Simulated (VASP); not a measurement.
# Mg (P6/mmm) in VASP: notebook

The runs below take Mg through single point, with BLYP.

Everything below comes from runs of VASP 6.6.1. Logs are shortened: lines on timing, memory, paths and dates and some standing lists are left out, and cuts for length are marked.

## (1) The cell of the first run

The structure is hexagonal, space group P6/mmm (No. 191). The conventional cell has a = 5.143 Å, b = 5.143 Å, c = 3.136 Å, α = 90.00°, β = 90.00°, γ = 120.00°. Within 4.1 Å of Mg (site symmetry 6/mmm) lie 14 Mg at 3.14 to 3.36 Å. Mg (site symmetry -6m2) has 11 Mg at 2.97 to 3.36 Å within 3.9 Å.

This isn't the form of Mg at room conditions, which is hcp.

## (2) Single point, BLYP

Contents of INCAR:

```
PREC = Accurate
ENCUT = 520
EDIFF = 1E-7
ISMEAR = -1
SIGMA = 0.1
LREAL = F
LASPH = T
NELM = 80
ALGO = Normal
ISIF = 2
LWAVE = F
LCHARG = F
GGA = B5
ALDAX = 1.0
AGGAX = 1.0
AGGAC = 1.0
ALDAC = 0.0
NBANDS = 10
```

Contents of KPOINTS:

```
Automatic mesh
0
Gamma
  7 7 10
```

Contents of POSCAR:

```
Mg
1.0
    5.1429641389      0.0000000000      0.0000000000
   -2.5714820695      4.4539375951      0.0000000000
    0.0000000000      0.0000000000      3.1362559495
Mg
3
Direct
    1.0000000000      1.0000000000      0.0000000000
    0.3333333333      0.6666666667      0.5000000000
    0.6666666667      0.3333333333      0.5000000000
```

Potentials or basis: VASP PAW PBE potentials, release 64 (Mg).

On the command line:

```sh
$ cat potpaw_PBE.64/Mg/POTCAR > POTCAR
$ mpirun -np 1 vasp_std > vasp.out
```

OUTCAR:

```text
PREC = Accurate
   ENCUT = 520
   EDIFF = 1E-7
   ISMEAR = -1
   LREAL = F
   LASPH = T
   NELM = 80
   ISIF = 2
   GGA = B5

 ion  position               nearest neighbor table
   1  0.000  0.000  0.000-   2 3.36   3 3.36   2 3.36   3 3.36   3 3.36   3 3.36   2 3.36   2 3.36
                             3 3.36   3 3.36   2 3.36   2 3.36
   2  0.333  0.667  0.500-   3 2.97   3 2.97   3 2.97   1 3.36   1 3.36   1 3.36   1 3.36   1 3.36
                             1 3.36
   3  0.667  0.333  0.500-   2 2.97   2 2.97   2 2.97   1 3.36   1 3.36   1 3.36   1 3.36   1 3.36
                             1 3.36

  LATTYP: Found a hexagonal cell.
 ALAT       =     5.1429641389
 C/A-ratio  =     0.6098148587

  Lattice vectors:

 A1 = (   5.1429641389,   0.0000000000,   0.0000000000)
 A2 = (  -2.5714820695,   4.4539375951,   0.0000000000)
 A3 = (   0.0000000000,   0.0000000000,   3.1362559495)

Analysis of symmetry for initial positions (statically):
=====================================================================
 Subroutine PRICEL returns:
 Original cell was already a primitive cell.

 Routine SETGRP: Setting up the symmetry group for a
 hexagonal supercell.

 Subroutine GETGRP returns: Found 24 space group operations
 (whereof 24 operations were pure point group operations)
 out of a pool of 24 trial point group operations.

The static configuration has the point symmetry D_6h.

Analysis of symmetry for dynamics (positions and initial velocities):
=====================================================================
 Subroutine PRICEL returns:
 Original cell was already a primitive cell.

 Routine SETGRP: Setting up the symmetry group for a
 hexagonal supercell.

 Subroutine GETGRP returns: Found 24 space group operations
 (whereof 24 operations were pure point group operations)
 out of a pool of 24 trial point group operations.

The dynamic configuration has the point symmetry D_6h.

 Subroutine INISYM returns: Found 24 space group operations
 (whereof 24 operations are pure point group operations),
 and found     1 'primitive' translations

----------------------------------------------------------------------------------------

                                     Primitive cell

  volume of cell :      71.8405

  direct lattice vectors                    reciprocal lattice vectors
     5.142964139  0.000000000  0.000000000     0.194440399  0.112260217  0.000000000
    -2.571482070  4.453937595  0.000000000     0.000000000  0.224520434  0.000000000
     0.000000000  0.000000000  3.136255950     0.000000000  0.000000000  0.318851527

  length of vectors
     5.142964139  5.142964139  3.136255950     0.224520434  0.224520434  0.318851527

  position of ions in fractional coordinates (direct lattice)
     0.000000000  0.000000000  0.000000000
     0.333333333  0.666666667  0.500000000
     0.666666667  0.333333333  0.500000000

  ion indices of the primitive-cell ions
   primitive index   ion index
                 1           1
                 2           2
                 3           3

----------------------------------------------------------------------------------------

 KPOINTS: Automatic mesh

Automatic generation of k-mesh.
 Grid dimensions read from file:
 generate k-points for:    7    7   10

 Generating k-lattice:

  Cartesian coordinates                     Fractional coordinates (reciprocal lattice)
     0.027777200  0.016037174  0.000000000     0.142857143  0.000000000  0.000000000
     0.000000000  0.032074348  0.000000000     0.000000000  0.142857143  0.000000000
     0.000000000  0.000000000  0.031885153     0.000000000  0.000000000  0.100000000

  Length of vectors
     0.032074348  0.032074348  0.031885153

  Shift w.r.t. Gamma in fractional coordinates (k-lattice)
     0.000000000  0.000000000  0.000000000

 Subroutine IBZKPT returns following result:
 ===========================================

 Found     48 irreducible k-points:

 Following reciprocal coordinates:
            Coordinates               Weight
  0.000000  0.000000  0.000000      1.000000
  0.142857  0.000000  0.000000      6.000000
  0.285714  0.000000  0.000000      6.000000
  0.428571 -0.000000  0.000000      6.000000
  0.142857  0.142857  0.000000      6.000000
  0.285714  0.142857  0.000000     12.000000
[... 16 lines left out ...]
  0.428571  0.142857  0.200000     12.000000
  0.285714  0.285714  0.200000     12.000000
 [... further k-points ...]
   k-points           NKPTS =     48   k-points in BZ     NKDIM =     48   number of bands    NBANDS=     10
   number of dos      NEDOS =    301   number of ions     NIONS =      3
   total plane-waves  NPLWV =  38400
   dimension x,y,z NGX =    40 NGY =   40 NGZ =   24
   dimension x,y,z NGXF=    80 NGYF=   80 NGZF=   48
   ions per type =               3
   NGX,Y,Z   is equivalent  to a cutoff of  12.93, 12.93, 12.72 a.u.
   NGXF,Y,Z  is equivalent  to a cutoff of  25.86, 25.86, 25.44 a.u.
 SYSTEM =  unknown system
   PREC   = accura    normal or accurate (medium, high low for compatibility)
   ISTART =      0    job   : 0-new  1-cont  2-samecut
   ICHARG =      2    charge: 1-file 2-atom 10-const
   ISPIN  =      1    spin polarized calculation?
   LNONCOLLINEAR =      F non collinear calculations
   LSORBIT =      F    spin-orbit coupling
   LASPH  =      T    aspherical Exc in radial PAW
   ENCUT  =  520.0 eV  38.22 Ry    6.18 a.u.   9.56  9.56  5.83*2*pi/ulx,y,z
   NELM   =     80;   NELMIN=  2; NELMDL= -5     # of ELM steps
   EDIFF  = 0.1E-06   stopping-criterion for ELM
   LREAL  =      F    real-space projection
   EDIFFG = 0.1E-05   stopping-criterion for IOM
   NSW    =      0    number of steps for IOM
   IBRION =     -1    ionic relax: 0-MD 1-quasi-New 2-CG
   NFREE  =      0    steps in history (QN), initial steepest desc. (CG)
   ISIF   =      2    stress and relaxation
   ISYM   =      2    0-nonsym 1-usesym 2-fastsym
   POTIM  = 0.5000    time-step for ionic-motion
   TEBEG  =    0.0;   TEEND  =   0.0 temperature during run
   PSTRESS=    0.0 pullay stress
   NELECT =       6.0000    total number of electrons
   NUPDOWN=      -1.0000    fix difference up-down
   EMIN   =  10.00;   EMAX   =-10.00  energy-range for DOS
   EFERMI =   0.00;   METHOD = LEGACY
   ISMEAR =    -1;   SIGMA  =   0.10  broadening in eV -4-tet -1-fermi 0-gaus
   EFERMI_NEDOS =   21; number of points for ismear=-14 and -15
   IALGO  =     38    algorithm
   IMIX   =      4    mixing-type and parameters
     AMIX     =   0.40;   BMIX     =  1.00
     AMIX_MAG =   1.60;   BMIX_MAG =  1.00
  volume/ion in A,a.u.               =      23.95       161.60
  Fermi-wavevector in a.u.,A,eV,Ry     =   0.715598  1.352283  6.967270  0.512080
  Thomas-Fermi vector in A             =   1.803800
   LORBIT       =      0    0 simple, 1 ext, 2 COOP (PROOUT), +10 PAW based schemes
   GGA     = B5    functional components
   LHFCALC =     F    Hartree Fock is set to
   AEXX    =    0.0000 exact exchange contribution
   IVDW    =     0    specifies the selected vdW correction
   LEPSILON=     F    determine dielectric tensor
   LRPA    =     F    only Hartree local field effects (RPA)
 non-spin polarized calculation
  energy-cutoff  :      520.00
  volume of cell :       71.84
 maximum number of plane-waves:      1968
 NGX is ok and might be reduce to    40
   NGX = 19   NGY = 19   NGZ = 11

 number of electron       6.0000000 magnetization

 Free energy of the ion-electron system (eV)
  ---------------------------------------------------
  ext. energy  EPLUGINS =         0.00000000
  ---------------------------------------------------
  free energy    TOTEN  =        -2.10409520 eV

  energy without entropy =       -2.06058155  energy(sigma->0) =       -2.08233837

 E-fermi :   2.8718     XC(G=0):  -7.9161

 val. band max:        2.8183320581   @ k =   0.4286  -0.0000   0.4000
 cond. band min:       2.9306928075   @ k =   0.1429   0.0000   0.2000
 fundamental gap:      0.1123607493
 Fermi energy:         2.8717546492

 k-point     1 :       0.0000    0.0000    0.0000
  band No.  band energies     occupation
      1      -3.8852      2.00000
      2       3.1940      0.07664
      3       3.1940      0.07664
      4       3.2538      0.04289
      5       3.2538      0.04289
      6       4.0239      0.00002
      7       4.0738      0.00001
      8      10.4514      0.00000
      9      10.9433      0.00000
     10      15.8222      0.00000

 k-point     2 :       0.1429    0.0000    0.0000
  band No.  band energies     occupation
      1      -3.7300      2.00000
      2       1.5457      2.00000
      3       2.3722      1.98656
      4       2.8076      1.30999
      5       4.3616      0.00000
      6       4.9994      0.00000
      7       5.7248      0.00000
      8      10.5807      0.00000
      9      11.0551      0.00000
     10      14.1728      0.00000

 k-point     3 :       0.2857    0.0000    0.0000
  band No.  band energies     occupation
      1      -3.2658      2.00000
      2      -0.0762      2.00000
      3       1.8057      1.99995
      4       2.2202      1.99704
      5       5.7852      0.00000
      6       6.4201      0.00000
      7       8.0895      0.00000
      8      10.9689      0.00000
      9      11.1961      0.00000
     10      11.7424      0.00000

 k-point     4 :       0.4286   -0.0000    0.0000
  band No.  band energies     occupation
      1      -2.4970      2.00000
      2      -1.4303      2.00000
      3       1.5228      2.00000
      4       1.9172      1.99986
      5       7.4939      0.00000
      6       8.0813      0.00000
      7       9.4906      0.00000
      8       9.8962      0.00000
      9      10.5910      0.00000
     10      11.6176      0.00000

 k-point     5 :       0.1429    0.1429    0.0000
  band No.  band energies     occupation
      1      -3.4203      2.00000
      2       0.8125      2.00000
      3       0.8142      2.00000
      4       3.8867      0.00008
      5       3.9472      0.00004
      6       6.9701      0.00000
      7       7.0072      0.00000
      8      10.8394      0.00000
      9      11.1414      0.00000
     10      12.0173      0.00000

 k-point     6 :       0.2857    0.1429    0.0000
  band No.  band energies     occupation
      1      -2.8038      2.00000
      2      -0.6755      2.00000
      3       0.3694      2.00000
      4       3.4912      0.00407
      5       5.4958      0.00000
      6       8.5100      0.00000
      7       9.3928      0.00000
      8       9.4757      0.00000
      9      11.3577      0.00000
     10      11.6484      0.00000
[... 183 lines left out ...]
 k-point    21 :       0.1429    0.1429    0.2000
  band No.  band energies     occupation
      1      -2.8124      2.00000
      2       1.3919      2.00000
      3       1.3969      2.00000
      4       4.4205      0.00000
      5       4.5151      0.00000
      6       5.9985      0.00000
      7       7.4173      0.00000
      8       7.7165      0.00000
      9       9.9865      0.00000
     10      10.2606      0.00000

 k-point    22 :       0.2857    0.1429    0.2000
  band No.  band energies     occupation
      1      -2.1994      2.00000
      2      -0.0838      2.00000
      3       0.9536      2.00000
      4       4.0532      0.00001
      5       5.9834      0.00000
      6       6.6322      0.00000
      7       8.3550      0.00000
      8       8.9385      0.00000
      9       9.8029      0.00000
     10      10.0544      0.00000

 k-point    23 :       0.4286    0.1429    0.2000
  band No.  band energies     occupation
      1      -1.2911      2.00000
      2      -1.2828      2.00000
      3       0.8060      2.00000
      4       3.9125      0.00006
      5       7.1515      0.00000
      6       7.4718      0.00000
      7       7.8006      0.00000
      8       8.2130      0.00000
      9       9.2175      0.00000
     10      11.1252      0.00000

 k-point    24 :       0.2857    0.2857    0.2000
  band No.  band energies     occupation
      1      -1.4384      2.00000
      2      -0.3871      2.00000
      3      -0.3791      2.00000
      4       5.7068      0.00000
      5       5.7883      0.00000
      6       7.2082      0.00000
      7       7.7900      0.00000
      8       8.2368      0.00000
      9       8.4185      0.00000
     10      11.8714      0.00000

 [... further k-points ...]

------------------------ aborting loop because EDIFF is reached ----------------------------------------

  FORCE on cell =-STRESS in cart. coord.  units (eV):
  Direction    XX          YY          ZZ          XY          YZ          ZX
  --------------------------------------------------------------------------------------
  -------------------------------------------------------------------------------------
  Total       -0.0074427     -0.0074427     -0.0166365      0.0000000      0.0000000      0.0000000
  in kB       -0.1659869     -0.1659869     -0.3710263      0.0000000      0.0000000      0.0000000
  external PRESSURE =      -0.2343333 kB  Pullay stress =       0.0000000 kB

 VOLUME and BASIS-vectors are now :
 -----------------------------------------------------------------------------
  energy-cutoff  :      520.00
  volume of cell :       71.84
      direct lattice vectors                 reciprocal lattice vectors
     5.142964139  0.000000000  0.000000000     0.194440399  0.112260217  0.000000000
    -2.571482070  4.453937595  0.000000000     0.000000000  0.224520434  0.000000000
     0.000000000  0.000000000  3.136255950     0.000000000  0.000000000  0.318851527

 POSITION                                       TOTAL-FORCE (eV/Angst)
 -----------------------------------------------------------------------------------
      0.00000      0.00000      0.00000         0.000000      0.000000     -0.000000
     -0.00000      2.96929      1.56813         0.000000     -0.000000      0.000000
      2.57148      1.48465      1.56813        -0.000000      0.000000     -0.000000
 -----------------------------------------------------------------------------------
    total drift:                                0.000000     -0.000000      0.000000

  FREE ENERGIE OF THE ION-ELECTRON SYSTEM (eV)
  ---------------------------------------------------
  free  energy   TOTEN  =        -2.1040952000 eV

  energy  without entropy=       -2.0605815494  energy(sigma->0) =       -2.08233837
```

Run time: 33 s. Hardware: 1 thread of Intel Xeon Platinum 8259CL at 2.50GHz (Skylake/Cascade Lake), shared host; peak memory 0.19 GiB.

Results:

```
Free energy            : -2.1041 eV
Pressure               : 0.0 GPa
Band gap on the k mesh : zero (bands 3 and 4 overlap by 4.30 eV)
```

Caveat: the PAW data sets were made with another functional, which shifts forces and pressure a little.

(Part 1 of 3 ends here.)
